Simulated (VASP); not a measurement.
# Lu (P6_3/mmc) in VASP: single point with LDA

Aim: the single point of Lu with LDA.

All numbers are computed with VASP 6.6.1; they aren't measurements. Logs are shortened: lines on timing, memory, paths and dates and some standing lists are left out, and cuts for length are marked.

### Step 1. The cell of the first run

Symmetry: P6_3/mmc, No. 194, hexagonal system. Conventional cell: a = 3.384 Å, b = 3.384 Å, c = 5.238 Å, α = 90.00°, β = 90.00°, γ = 120.00°. Within 4.3 Å of Lu (site symmetry -6m2) lie 12 Lu at 3.27 to 3.38 Å.

### Step 2. Single point, LDA

File POSCAR:

```
Lu
1.0
    3.3836598924      0.0000000000      0.0000000000
   -1.6918299462      2.9303354246      0.0000000000
    0.0000000000      0.0000000000      5.2377361079
Lu
2
Direct
    0.3333333333      0.6666666667      0.7500000000
    0.6666666667      0.3333333333      0.2500000000
```

File INCAR.step1:

```
SYSTEM = Lu
PREC     = Accurate       ! precision mode
ENCUT    = 520            ! plane-wave cutoff, eV
EDIFF    = 1E-7           ! SCF threshold, eV
ISMEAR   = 0              ! smearing method
SIGMA    = 0.05           ! smearing width, eV
LREAL    = .False.        ! projectors in reciprocal space
LASPH    = .True.         ! aspherical terms in the spheres
NELM     = 60             ! most SCF steps
ALGO     = Normal         ! electronic algorithm
ISIF     = 2              ! what is computed and relaxed
LWAVE    = .False.        ! write WAVECAR
LCHARG   = .True.         ! write CHGCAR
GGA      = CA             ! functional
NBANDS   = 32             ! bands
```

File KPOINTS.step1:

```
regular mesh
0
Gamma
  14 14 8
  0 0 0
```

File INCAR.step2:

```
SYSTEM = Lu
PREC     = Accurate       ! precision mode
ENCUT    = 520            ! plane-wave cutoff, eV
EDIFF    = 1E-7           ! SCF threshold, eV
ISMEAR   = -5             ! smearing method
SIGMA    = 0.05           ! smearing width, eV
LREAL    = .False.        ! projectors in reciprocal space
LASPH    = .True.         ! aspherical terms in the spheres
NELM     = 60             ! most SCF steps
ALGO     = Normal         ! electronic algorithm
ISIF     = 2              ! what is computed and relaxed
LWAVE    = .False.        ! write WAVECAR
LCHARG   = .False.        ! write CHGCAR
GGA      = CA             ! functional
LORBIT   = 10             ! projections on sites
NBANDS   = 32             ! bands
NEDOS    = 2001           ! points of the DOS
ICHARG   = 11             ! starting density
```

File KPOINTS.step2:

```
regular mesh
0
Gamma
  21 21 12
  0 0 0
```

Potentials or basis: VASP PAW PBE potentials, release 64 (Lu).

Command:

```sh
$ cat potpaw_PBE.64/Lu/POTCAR > POTCAR
$ cp INCAR.step1 INCAR
$ cp KPOINTS.step1 KPOINTS
$ mpirun -np 1 vasp_std > vasp.out
$ cp INCAR.step2 INCAR
$ cp KPOINTS.step2 KPOINTS
$ mpirun -np 1 vasp_std > vasp.out
```

OUTCAR:

```text
SYSTEM = Lu
   PREC = Accurate
   ENCUT = 520
   EDIFF = 1E-7
   ISMEAR = -5
   LREAL = .False.
   LASPH = .True.
   NELM = 60
   ISIF = 2
   GGA = CA
   LORBIT = 10
   ICHARG = 11

 ion  position               nearest neighbor table
   1  0.333  0.667  0.750-   2 3.27   2 3.27   2 3.27   2 3.27   2 3.27   2 3.27
   2  0.667  0.333  0.250-   1 3.27   1 3.27   1 3.27   1 3.27   1 3.27   1 3.27

  LATTYP: Found a hexagonal cell.
 ALAT       =     3.3836598924
 C/A-ratio  =     1.5479499342

  Lattice vectors:

 A1 = (   3.3836598924,   0.0000000000,   0.0000000000)
 A2 = (  -1.6918299462,   2.9303354246,   0.0000000000)
 A3 = (   0.0000000000,   0.0000000000,   5.2377361079)

Analysis of symmetry for initial positions (statically):
=====================================================================
 Subroutine PRICEL returns:
 Original cell was already a primitive cell.

 Routine SETGRP: Setting up the symmetry group for a
 hexagonal supercell.

 Subroutine GETGRP returns: Found 24 space group operations
 (whereof 12 operations were pure point group operations)
 out of a pool of 24 trial point group operations.

The static configuration has the point symmetry D_3d.
 The point group associated with its full space group is D_6h.

Analysis of symmetry for dynamics (positions and initial velocities):
=====================================================================
 Subroutine PRICEL returns:
 Original cell was already a primitive cell.

 Routine SETGRP: Setting up the symmetry group for a
 hexagonal supercell.

 Subroutine GETGRP returns: Found 24 space group operations
 (whereof 12 operations were pure point group operations)
 out of a pool of 24 trial point group operations.

The dynamic configuration has the point symmetry D_3d.
 The point group associated with its full space group is D_6h.

 Subroutine INISYM returns: Found 24 space group operations
 (whereof 12 operations are pure point group operations),
 and found     1 'primitive' translations

----------------------------------------------------------------------------------------

                                     Primitive cell

  volume of cell :      51.9335

  direct lattice vectors                    reciprocal lattice vectors
     3.383659892  0.000000000  0.000000000     0.295537977  0.170628931  0.000000000
    -1.691829946  2.930335425  0.000000000     0.000000000  0.341257861  0.000000000
     0.000000000  0.000000000  5.237736108     0.000000000  0.000000000  0.190922181

  length of vectors
     3.383659892  3.383659892  5.237736108     0.341257861  0.341257861  0.190922181

  position of ions in fractional coordinates (direct lattice)
     0.333333333  0.666666667  0.750000000
     0.666666667  0.333333333  0.250000000

  ion indices of the primitive-cell ions
   primitive index   ion index
                 1           1
                 2           2

----------------------------------------------------------------------------------------

 KPOINTS: regular mesh

Automatic generation of k-mesh.
 Grid dimensions read from file:
 generate k-points for:   21   21   12

 Generating k-lattice:

  Cartesian coordinates                     Fractional coordinates (reciprocal lattice)
     0.014073237  0.008125187  0.000000000     0.047619048 -0.000000000  0.000000000
     0.000000000  0.016250374  0.000000000     0.000000000  0.047619048  0.000000000
     0.000000000  0.000000000  0.015910182     0.000000000  0.000000000  0.083333333

  Length of vectors
     0.016250374  0.016250374  0.015910182

  Shift w.r.t. Gamma in fractional coordinates (k-lattice)
     0.000000000  0.000000000  0.000000000

 TETIRR: Found   5376 inequivalent tetrahedra from    31752

 Subroutine IBZKPT returns following result:
 ===========================================

 Found    336 irreducible k-points:

 Following reciprocal coordinates:
            Coordinates               Weight
  0.000000  0.000000  0.000000      1.000000
  0.047619  0.000000  0.000000      6.000000
  0.095238  0.000000  0.000000      6.000000
  0.142857  0.000000  0.000000      6.000000
  0.190476  0.000000  0.000000      6.000000
  0.238095 -0.000000  0.000000      6.000000
[... 16 lines left out ...]
  0.142857  0.095238  0.000000     12.000000
  0.190476  0.095238  0.000000     12.000000
 [... further k-points ...]
   k-points           NKPTS =    336   k-points in BZ     NKDIM =    336   number of bands    NBANDS=     32
   number of dos      NEDOS =   2001   number of ions     NIONS =      2
   total plane-waves  NPLWV =  31360
   dimension x,y,z NGX =    28 NGY =   28 NGZ =   40
   dimension x,y,z NGXF=    56 NGYF=   56 NGZF=   80
   ions per type =               2
   NGX,Y,Z   is equivalent  to a cutoff of  13.76, 13.76, 12.70 a.u.
   NGXF,Y,Z  is equivalent  to a cutoff of  27.51, 27.51, 25.39 a.u.
 SYSTEM =  Lu
   PREC   = accura    normal or accurate (medium, high low for compatibility)
   ISTART =      0    job   : 0-new  1-cont  2-samecut
   ICHARG =     11    charge: 1-file 2-atom 10-const
   ISPIN  =      1    spin polarized calculation?
   LNONCOLLINEAR =      F non collinear calculations
   LSORBIT =      F    spin-orbit coupling
   LASPH  =      T    aspherical Exc in radial PAW
   ENCUT  =  520.0 eV  38.22 Ry    6.18 a.u.   6.29  6.29  9.74*2*pi/ulx,y,z
   NELM   =     60;   NELMIN=  2; NELMDL=  0     # of ELM steps
   EDIFF  = 0.1E-06   stopping-criterion for ELM
   LREAL  =      F    real-space projection
   EDIFFG = 0.1E-05   stopping-criterion for IOM
   NSW    =      0    number of steps for IOM
   IBRION =     -1    ionic relax: 0-MD 1-quasi-New 2-CG
   NFREE  =      0    steps in history (QN), initial steepest desc. (CG)
   ISIF   =      2    stress and relaxation
   ISYM   =      2    0-nonsym 1-usesym 2-fastsym
   POTIM  = 0.5000    time-step for ionic-motion
   TEBEG  =    0.0;   TEEND  =   0.0 temperature during run
   PSTRESS=    0.0 pullay stress
   NELECT =      50.0000    total number of electrons
   NUPDOWN=      -1.0000    fix difference up-down
   EMIN   =  10.00;   EMAX   =-10.00  energy-range for DOS
   EFERMI =   0.00;   METHOD = LEGACY
   ISMEAR =    -5;   SIGMA  =   0.05  broadening in eV -4-tet -1-fermi 0-gaus
   EFERMI_NEDOS =   21; number of points for ismear=-14 and -15
   IALGO  =     38    algorithm
   IMIX   =      4    mixing-type and parameters
     AMIX     =   0.40;   BMIX     =  1.00
     AMIX_MAG =   1.60;   BMIX_MAG =  1.00
  volume/ion in A,a.u.               =      25.97       175.23
  Fermi-wavevector in a.u.,A,eV,Ry     =   1.616524  3.054788 35.554082  2.613151
  Thomas-Fermi vector in A             =   2.711097
   LORBIT       =     10    0 simple, 1 ext, 2 COOP (PROOUT), +10 PAW based schemes
   GGA     = CA    functional components
   LHFCALC =     F    Hartree Fock is set to
   AEXX    =    0.0000 exact exchange contribution
   IVDW    =     0    specifies the selected vdW correction
   LEPSILON=     F    determine dielectric tensor
   LRPA    =     F    only Hartree local field effects (RPA)
 non-spin polarized calculation
 Fermi weights with tetrahedron method with Bloechl corrections
  energy-cutoff  :      520.00
  volume of cell :       51.93
 maximum number of plane-waves:      1423
 NGX is ok and might be reduce to    28

 number of electron      49.9999981 magnetization

 Free energy of the ion-electron system (eV)
  ---------------------------------------------------
  ext. energy  EPLUGINS =         0.00000000
  ---------------------------------------------------
  free energy    TOTEN  =       -10.38623182 eV

  energy without entropy =      -10.38623182  energy(sigma->0) =      -10.38623182

 E-fermi :   2.3714     XC(G=0): -11.5584

 val. band max:        2.3999222785   @ k =   0.1429   0.1429   0.0000
 cond. band min:       2.3600659138   @ k =   0.2857   0.2857   0.5000
 fundamental gap:     -0.0398563647
 Fermi energy:         2.3714393199

 k-point     1 :       0.0000    0.0000    0.0000
  band No.  band energies     occupation
      1     -53.3038      2.00000
      2     -53.2385      2.00000
      3     -24.6120      2.00000
      4     -23.9689      2.00000
      5     -23.9689      2.00000
      6     -23.8389      2.00000
[... 24 lines left out ...]
     31       5.8935      0.00000
     32       5.8935      0.00000

 k-point     2 :       0.0476    0.0000    0.0000
  band No.  band energies     occupation
      1     -53.3029      2.00000
      2     -53.2382      2.00000
      3     -24.6065      2.00000
      4     -23.9797      2.00000
      5     -23.9727      2.00000
      6     -23.8505      2.00000
[... 24 lines left out ...]
     31       5.8010      0.00000
     32       5.8275      0.00000

 k-point     3 :       0.0952    0.0000    0.0000
  band No.  band energies     occupation
      1     -53.3002      2.00000
      2     -53.2374      2.00000
      3     -24.5904      2.00000
      4     -24.0111      2.00000
      5     -23.9837      2.00000
      6     -23.8839      2.00000
[... 24 lines left out ...]
     31       5.6109      0.00000
     32       5.6516      0.00000

 k-point     4 :       0.1429    0.0000    0.0000
  band No.  band energies     occupation
      1     -53.2958      2.00000
      2     -53.2362      2.00000
      3     -24.5642      2.00000
      4     -24.0605      2.00000
      5     -24.0006      2.00000
      6     -23.9354      2.00000
[... 654 lines left out ...]
     31       5.8115      0.00000
     32       6.1756      0.00000

 k-point    23 :       0.1429    0.0952    0.0000
  band No.  band energies     occupation
      1     -53.2878      2.00000
      2     -53.2343      2.00000
      3     -24.5147      2.00000
      4     -24.1306      2.00000
      5     -24.0786      2.00000
      6     -23.9816      2.00000
[... 24 lines left out ...]
     31       6.0610      0.00000
     32       6.6011      0.00000

 k-point    24 :       0.1905    0.0952    0.0000
  band No.  band energies     occupation
      1     -53.2815      2.00000
      2     -53.2331      2.00000
      3     -24.4733      2.00000
      4     -24.1948      2.00000
      5     -24.1278      2.00000
      6     -24.0200      2.00000
[... 24 lines left out ...]
     31       6.3918      0.00000
     32       7.0980      0.00000

 [... further k-points ...]

------------------------ aborting loop because EDIFF is reached ----------------------------------------

  FORCE on cell =-STRESS in cart. coord.  units (eV):
  Direction    XX          YY          ZZ          XY          YZ          ZX
  --------------------------------------------------------------------------------------
  -------------------------------------------------------------------------------------
  Total        0.1403640      0.1403640      0.0230319      0.0000000      0.0000000      0.0000000
  in kB        4.3303068      4.3303068      0.7105480      0.0000000      0.0000000      0.0000000
  external PRESSURE =       3.1237206 kB  Pullay stress =       0.0000000 kB

 VOLUME and BASIS-vectors are now :
 -----------------------------------------------------------------------------
  energy-cutoff  :      520.00
  volume of cell :       51.93
      direct lattice vectors                 reciprocal lattice vectors
     3.383659892  0.000000000  0.000000000     0.295537977  0.170628931  0.000000000
    -1.691829946  2.930335425  0.000000000     0.000000000  0.341257861  0.000000000
     0.000000000  0.000000000  5.237736108     0.000000000  0.000000000  0.190922181

 POSITION                                       TOTAL-FORCE (eV/Angst)
 -----------------------------------------------------------------------------------
     -0.00000      1.95356      3.92830        -0.000000      0.000000      0.000000
      1.69183      0.97678      1.30943         0.000000     -0.000000     -0.000000
 -----------------------------------------------------------------------------------
    total drift:                               -0.000000      0.000000     -0.000000

  FREE ENERGIE OF THE ION-ELECTRON SYSTEM (eV)
  ---------------------------------------------------
  free  energy   TOTEN  =       -10.3862318240 eV

  energy  without entropy=      -10.3862318240  energy(sigma->0) =      -10.38623182

 total charge

# of ion       s       p       d       f       tot
--------------------------------------------------
    1        2.380   6.051   0.929  13.953  23.313
    2        2.380   6.051   0.929  13.953  23.313
--------------------------------------------------
tot          4.760  12.101   1.858  27.906  46.626
```

Wall time 14 min (1 thread of Intel Xeon 8259CL, shared host); peak memory 0.52 GiB.

What came out:

```
Valence electrons inside the program's atomic spheres : Lu 23.31
```

Caveat: the PAW data sets were made with another functional, which shifts forces and pressure a little; spin-orbit coupling is left out, which moves the levels of the heavy elements; tetrahedron occupations give inexact forces and stress in metals.
